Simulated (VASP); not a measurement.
# KMgF3 (P6_3/mmc) in VASP: single point with PBE

Aim: the single point of KMgF3 with PBE.

Everything below comes from runs of VASP 6.6.1. Logs are shortened: lines on timing, memory, paths and dates and some standing lists are left out, and cuts for length are marked.

## 1. The cell of the first run

Symmetry: P6_3/mmc, No. 194, hexagonal system. The conventional cell has a = 6.320 Å, b = 6.320 Å, c = 4.569 Å, α = 90.00°, β = 90.00°, γ = 120.00°. K (site symmetry -3m) has 2 K at 2.28 Å and 6 F at 2.46 Å within 3.0 Å. Mg (site symmetry -6m2) has 12 F at 2.72 to 3.18 Å within 3.6 Å. Within 3.2 Å of F (site symmetry mm2) lie 2 K at 2.46 Å and 6 F at 2.54 to 3.16 Å and 4 Mg at 2.72 to 3.18 Å.

## 2. Single point, PBE

Input file INCAR:

```
PREC = Accurate ; ENCUT = 840
EDIFF = 1E-6 ; ISMEAR = 0
SIGMA = 0.02 ; LREAL = False
LASPH = True ; NELM = 120
ALGO = Normal ; ISIF = 2
LWAVE = False ; LCHARG = False
GGA = PE ; NBANDS = 51
GGA_COMPAT = False
```

Input file KPOINTS:

```
Automatic mesh
0
Gamma
  6 6 6
```

Input file POSCAR:

```
KMgF3
1.0
    6.3198003159      0.0000000000      0.0000000000
   -3.1599001580      5.4731076205      0.0000000000
    0.0000000000      0.0000000000      4.5691318982
K Mg F
2 2 6
Direct
    0.0000000000      0.0000000000      0.5000000000
    0.0000000000      0.0000000000      0.0000000000
    0.3333333333      0.6666666667      0.7500000000
    0.6666666667      0.3333333333      0.2500000000
    0.1991407789      0.3982815578      0.2500000000
    0.8008592211      0.1991407789      0.7500000000
    0.8008592211      0.6017184422      0.7500000000
    0.1991407789      0.8008592211      0.2500000000
    0.6017184422      0.8008592211      0.2500000000
    0.3982815578      0.1991407789      0.7500000000
```

Potentials or basis: VASP PAW PBE potentials, release 64 (K_sv, Mg_sv, F).

Started as:

```sh
cat potpaw_PBE.64/K_sv/POTCAR potpaw_PBE.64/Mg_sv/POTCAR potpaw_PBE.64/F/POTCAR > POTCAR
mpirun -np 1 vasp_std > vasp.out
```

OUTCAR:

```text
PREC = Accurate
   ENCUT = 840
   EDIFF = 1E-6
   ISMEAR = 0
   LREAL = False
   LASPH = True
   NELM = 120
   ISIF = 2
   GGA = PE

 ion  position               nearest neighbor table
   1  0.000  0.000  0.500-   2 2.28   2 2.28  10 2.46   9 2.46   8 2.46   6 2.46   5 2.46   7 2.46

   2  0.000  0.000  0.000-   1 2.28   1 2.28  10 2.46   9 2.46   8 2.46   6 2.46   5 2.46   7 2.46

   3  0.333  0.667  0.750-
   4  0.667  0.333  0.250-
   5  0.199  0.398  0.250-   1 2.46   2 2.46
   6  0.801  0.199  0.750-   1 2.46   2 2.46
   7  0.801  0.602  0.750-   1 2.46   2 2.46
   8  0.199  0.801  0.250-   1 2.46   2 2.46
   9  0.602  0.801  0.250-   1 2.46   2 2.46
  10  0.398  0.199  0.750-   1 2.46   2 2.46

  LATTYP: Found a hexagonal cell.
 ALAT       =     6.3198003159
 C/A-ratio  =     0.7229867511

  Lattice vectors:

 A1 = (   6.3198003159,   0.0000000000,   0.0000000000)
 A2 = (  -3.1599001580,   5.4731076205,   0.0000000000)
 A3 = (   0.0000000000,   0.0000000000,   4.5691318982)

Analysis of symmetry for initial positions (statically):
=====================================================================
 Subroutine PRICEL returns:
 Original cell was already a primitive cell.

 Routine SETGRP: Setting up the symmetry group for a
 hexagonal supercell.

 Subroutine GETGRP returns: Found 24 space group operations
 (whereof 12 operations were pure point group operations)
 out of a pool of 24 trial point group operations.

The static configuration has the point symmetry D_3d.
 The point group associated with its full space group is D_6h.

Analysis of symmetry for dynamics (positions and initial velocities):
=====================================================================
 Subroutine PRICEL returns:
 Original cell was already a primitive cell.

 Routine SETGRP: Setting up the symmetry group for a
 hexagonal supercell.

 Subroutine GETGRP returns: Found 24 space group operations
 (whereof 12 operations were pure point group operations)
 out of a pool of 24 trial point group operations.

The dynamic configuration has the point symmetry D_3d.
 The point group associated with its full space group is D_6h.

 Subroutine INISYM returns: Found 24 space group operations
 (whereof 12 operations are pure point group operations),
 and found     1 'primitive' translations

----------------------------------------------------------------------------------------

                                     Primitive cell

  volume of cell :     158.0415

  direct lattice vectors                    reciprocal lattice vectors
     6.319800316  0.000000000  0.000000000     0.158232848  0.091355777  0.000000000
    -3.159900158  5.473107621  0.000000000     0.000000000  0.182711554  0.000000000
     0.000000000  0.000000000  4.569131898     0.000000000  0.000000000  0.218859955

  length of vectors
     6.319800316  6.319800316  4.569131898     0.182711554  0.182711554  0.218859955

  position of ions in fractional coordinates (direct lattice)
     0.000000000  0.000000000  0.500000000
     0.000000000  0.000000000  0.000000000
     0.333333333  0.666666667  0.750000000
     0.666666667  0.333333333  0.250000000
     0.199140779  0.398281558  0.250000000
     0.800859221  0.199140779  0.750000000
     0.800859221  0.601718442  0.750000000
     0.199140779  0.800859221  0.250000000
     0.601718442  0.800859221  0.250000000
     0.398281558  0.199140779  0.750000000

  ion indices of the primitive-cell ions
   primitive index   ion index
                 1           1
                 2           2
                 3           3
                 4           4
                 5           5
                 6           6
                 7           7
                 8           8
                 9           9
                10          10

----------------------------------------------------------------------------------------

 KPOINTS: Automatic mesh

Automatic generation of k-mesh.
 Grid dimensions read from file:
 generate k-points for:    6    6    6

 Generating k-lattice:

  Cartesian coordinates                     Fractional coordinates (reciprocal lattice)
     0.026372141  0.015225963  0.000000000     0.166666667  0.000000000  0.000000000
     0.000000000  0.030451926  0.000000000     0.000000000  0.166666667  0.000000000
     0.000000000  0.000000000  0.036476659     0.000000000  0.000000000  0.166666667

  Length of vectors
     0.030451926  0.030451926  0.036476659

  Shift w.r.t. Gamma in fractional coordinates (k-lattice)
     0.000000000  0.000000000  0.000000000

 Subroutine IBZKPT returns following result:
 ===========================================

 Found     28 irreducible k-points:

 Following reciprocal coordinates:
            Coordinates               Weight
  0.000000  0.000000  0.000000      1.000000
  0.166667  0.000000  0.000000      6.000000
  0.333333 -0.000000  0.000000      6.000000
  0.500000  0.000000  0.000000      3.000000
  0.166667  0.166667  0.000000      6.000000
  0.333333  0.166667  0.000000     12.000000
[... 16 lines left out ...]
  0.166667  0.000000  0.500000      6.000000
  0.333333 -0.000000  0.500000      6.000000
 [... further k-points ...]
   k-points           NKPTS =     28   k-points in BZ     NKDIM =     28   number of bands    NBANDS=     51
   number of dos      NEDOS =    301   number of ions     NIONS =     10
   total plane-waves  NPLWV = 172800
   dimension x,y,z NGX =    60 NGY =   60 NGZ =   48
   dimension x,y,z NGXF=   120 NGYF=  120 NGZF=   96
   ions per type =               2   2   6
   NGX,Y,Z   is equivalent  to a cutoff of  15.78, 15.78, 17.46 a.u.
   NGXF,Y,Z  is equivalent  to a cutoff of  31.57, 31.57, 34.93 a.u.
 SYSTEM =  unknown system
   PREC   = accura    normal or accurate (medium, high low for compatibility)
   ISTART =      0    job   : 0-new  1-cont  2-samecut
   ICHARG =      2    charge: 1-file 2-atom 10-const
   ISPIN  =      1    spin polarized calculation?
   LNONCOLLINEAR =      F non collinear calculations
   LSORBIT =      F    spin-orbit coupling
   LASPH  =      T    aspherical Exc in radial PAW
   ENCUT  =  840.0 eV  61.74 Ry    7.86 a.u.  14.93 14.93 10.80*2*pi/ulx,y,z
   NELM   =    120;   NELMIN=  2; NELMDL= -5     # of ELM steps
   EDIFF  = 0.1E-05   stopping-criterion for ELM
   LREAL  =      F    real-space projection
   EDIFFG = 0.1E-04   stopping-criterion for IOM
   NSW    =      0    number of steps for IOM
   IBRION =     -1    ionic relax: 0-MD 1-quasi-New 2-CG
   NFREE  =      0    steps in history (QN), initial steepest desc. (CG)
   ISIF   =      2    stress and relaxation
   ISYM   =      2    0-nonsym 1-usesym 2-fastsym
   POTIM  = 0.5000    time-step for ionic-motion
   TEBEG  =    0.0;   TEEND  =   0.0 temperature during run
   PSTRESS=    0.0 pullay stress
   NELECT =      80.0000    total number of electrons
   NUPDOWN=      -1.0000    fix difference up-down
   EMIN   =  10.00;   EMAX   =-10.00  energy-range for DOS
   EFERMI =   0.00;   METHOD = LEGACY
   ISMEAR =     0;   SIGMA  =   0.02  broadening in eV -4-tet -1-fermi 0-gaus
   EFERMI_NEDOS =   21; number of points for ismear=-14 and -15
   IALGO  =     38    algorithm
   IMIX   =      4    mixing-type and parameters
     AMIX     =   0.40;   BMIX     =  1.00
     AMIX_MAG =   1.60;   BMIX_MAG =  1.00
  volume/ion in A,a.u.               =      15.80       106.65
  Fermi-wavevector in a.u.,A,eV,Ry     =   1.304711  2.465547 23.160817  1.702272
  Thomas-Fermi vector in A             =   2.435629
   LORBIT       =      0    0 simple, 1 ext, 2 COOP (PROOUT), +10 PAW based schemes
   GGA     = PE    functional components
   LHFCALC =     F    Hartree Fock is set to
   AEXX    =    0.0000 exact exchange contribution
   IVDW    =     0    specifies the selected vdW correction
   LEPSILON=     F    determine dielectric tensor
   LRPA    =     F    only Hartree local field effects (RPA)
 non-spin polarized calculation
 Gauss-broadening in eV      SIGMA  =   0.02
  energy-cutoff  :      840.00
  volume of cell :      158.04
 maximum number of plane-waves:      8772
 NGX is ok and might be reduce to    60
   NGX = 29   NGY = 29   NGZ = 21

 number of electron      79.9999999 magnetization

 Free energy of the ion-electron system (eV)
  ---------------------------------------------------
  ext. energy  EPLUGINS =         0.00000000
  ---------------------------------------------------
  free energy    TOTEN  =       -35.51949306 eV

  energy without entropy =      -35.51949306  energy(sigma->0) =      -35.51949306

 E-fermi :  -1.2084     XC(G=0):  -8.7888

 val. band max:       -1.4079533261   @ k =   0.0000   0.0000   0.0000
 cond. band min:       0.7131712040   @ k =   0.0000   0.0000   0.0000
 fundamental gap:      2.1211245301
 Fermi energy:        -1.2084050952

 k-point     1 :       0.0000    0.0000    0.0000
  band No.  band energies     occupation
      1     -77.5286      2.00000
      2     -77.5285      2.00000
      3     -44.3102      2.00000
      4     -44.3102      2.00000
      5     -44.3099      2.00000
      6     -44.3099      2.00000
[... 43 lines left out ...]
     50       8.5089      0.00000
     51       9.9922      0.00000

 k-point     2 :       0.1667    0.0000    0.0000
  band No.  band energies     occupation
      1     -77.5286      2.00000
      2     -77.5286      2.00000
      3     -44.3102      2.00000
      4     -44.3102      2.00000
      5     -44.3100      2.00000
      6     -44.3099      2.00000
[... 43 lines left out ...]
     50       8.5393      0.00000
     51       9.4988      0.00000

 k-point     3 :       0.3333   -0.0000    0.0000
  band No.  band energies     occupation
      1     -77.5287      2.00000
      2     -77.5286      2.00000
      3     -44.3102      2.00000
      4     -44.3101      2.00000
      5     -44.3100      2.00000
      6     -44.3100      2.00000
[... 1123 lines left out ...]
     50       9.2278      0.00000
     51       9.2461      0.00000

 k-point    24 :       0.3333   -0.0000    0.5000
  band No.  band energies     occupation
      1     -77.5286      2.00000
      2     -77.5286      2.00000
      3     -44.3101      2.00000
      4     -44.3101      2.00000
      5     -44.3100      2.00000
      6     -44.3100      2.00000
[... 43 lines left out ...]
     50       9.2047      0.00000
     51       9.4304      0.00000

 [... further k-points ...]

------------------------ aborting loop because EDIFF is reached ----------------------------------------

  FORCE on cell =-STRESS in cart. coord.  units (eV):
  Direction    XX          YY          ZZ          XY          YZ          ZX
  --------------------------------------------------------------------------------------
  -------------------------------------------------------------------------------------
  Total        0.1550100      0.1550100      1.0671603     -0.0000000     -0.0000000     -0.0000000
  in kB        1.5714450      1.5714450     10.8185536     -0.0000000     -0.0000000     -0.0000000
  external PRESSURE =       4.6538145 kB  Pullay stress =       0.0000000 kB

 VOLUME and BASIS-vectors are now :
 -----------------------------------------------------------------------------
  energy-cutoff  :      840.00
  volume of cell :      158.04
      direct lattice vectors                 reciprocal lattice vectors
     6.319800316  0.000000000  0.000000000     0.158232848  0.091355777  0.000000000
    -3.159900158  5.473107621  0.000000000     0.000000000  0.182711554  0.000000000
     0.000000000  0.000000000  4.569131898     0.000000000  0.000000000  0.218859955

 POSITION                                       TOTAL-FORCE (eV/Angst)
 -----------------------------------------------------------------------------------
      0.00000      0.00000      2.28457         0.000000     -0.000000      0.000000
      0.00000      0.00000      0.00000        -0.000000     -0.000000      0.000000
     -0.00000      3.64874      3.42685        -0.000000     -0.000000      0.000000
      3.15990      1.82437      1.14228         0.000000     -0.000000      0.000000
     -0.00000      2.17984      1.14228        -0.000000      0.040796      0.000000
      4.43201      1.08992      3.42685        -0.035331      0.020398      0.000000
      3.15990      3.29327      3.42685         0.000000     -0.040796     -0.000000
     -1.27211      4.38319      1.14228         0.035331     -0.020398      0.000000
      1.27211      4.38319      1.14228        -0.035331     -0.020398     -0.000000
      1.88779      1.08992      3.42685         0.035331      0.020398      0.000000
 -----------------------------------------------------------------------------------
    total drift:                                0.000000     -0.000000      0.000000

  FREE ENERGIE OF THE ION-ELECTRON SYSTEM (eV)
  ---------------------------------------------------
  free  energy   TOTEN  =       -35.5194930629 eV

  energy  without entropy=      -35.5194930629  energy(sigma->0) =      -35.51949306
```

Wall time 7.2 min (1 thread of Intel Xeon Platinum 8259CL at 2.50GHz (Skylake/Cascade Lake), shared host); peak memory 0.64 GiB.

Results:

```yaml
Free_energy: -35.5195 eV
Pressure: 0.5 GPa
Largest_force: 0.041 eV/Å
Band_gap_on_the_k_mesh: 2.12 eV
```

Forces on the atoms (eV/Å):
```
K    0.000  0.000  0.000
K    0.000  0.000  0.000
Mg   0.000  0.000  0.000
Mg   0.000  0.000  0.000
F    0.000  0.041  0.000
F   -0.035  0.020  0.000
F    0.000 -0.041  0.000
F    0.035 -0.020  0.000
F   -0.035 -0.020  0.000
F    0.035  0.020  0.000
```
